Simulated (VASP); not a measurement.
Wanted: the native input for a VASP 6.6.1 run.

```
Task                   : single point
Functional             : PBE
Potentials or basis    : VASP PAW PBE potentials, release 64 (Li_sv, Tl_d, F)
Cutoff                 : 520 eV
k mesh                 : 4 × 4 × 4
Occupations            : gaussian, width 0.1 eV
Spin                   : no spin polarisation
Dipole correction      : no
Further INCAR settings : ALGO = Normal; EDIFF = 1e-07; NBANDS = 26
```

The structure of LiTlF3 lies in POSCAR:

```
LiTlF3
1.0
    4.0024683500      0.0000000000      0.0000000000
    0.0000000000      4.0024683500      0.0000000000
    0.0000000000      0.0000000000      4.0024683500
Li Tl F
1 1 3
Direct
    0.0000000000      0.0000000000      0.0000000000
    0.5000000000      0.5000000000      0.5000000000
    0.5000000000      0.0000000000      0.0000000000
    0.0000000000      0.5000000000      0.0000000000
    0.0000000000      0.0000000000      0.5000000000
```

One way to write it, as run:

INCAR

```
ALGO = Normal
EDIFF = 1E-7
ENCUT = 520
GGA = PE
ISIF = 2
ISMEAR = 0
LASPH = True
LCHARG = True
LELF = True
LREAL = False
LVHAR = True
LWAVE = False
NBANDS = 26
NELM = 80
PREC = Accurate
SIGMA = 0.1
```

KPOINTS

```
k-points
0
Gamma
  4 4 4
```

Potentials or basis: VASP PAW PBE potentials, release 64 (Li_sv, Tl_d, F).

The run is started by

```console
$ cat potpaw_PBE.64/Li_sv/POTCAR potpaw_PBE.64/Tl_d/POTCAR potpaw_PBE.64/F/POTCAR > POTCAR
$ mpirun -np 1 vasp_std > vasp.out
```

Wall time 23 s on 1 thread of Intel(R) Xeon(R) Platinum 8259CL CPU @ 2.50GHz (Skylake/Cascade Lake), on a shared host, peak memory 0.17 GiB.
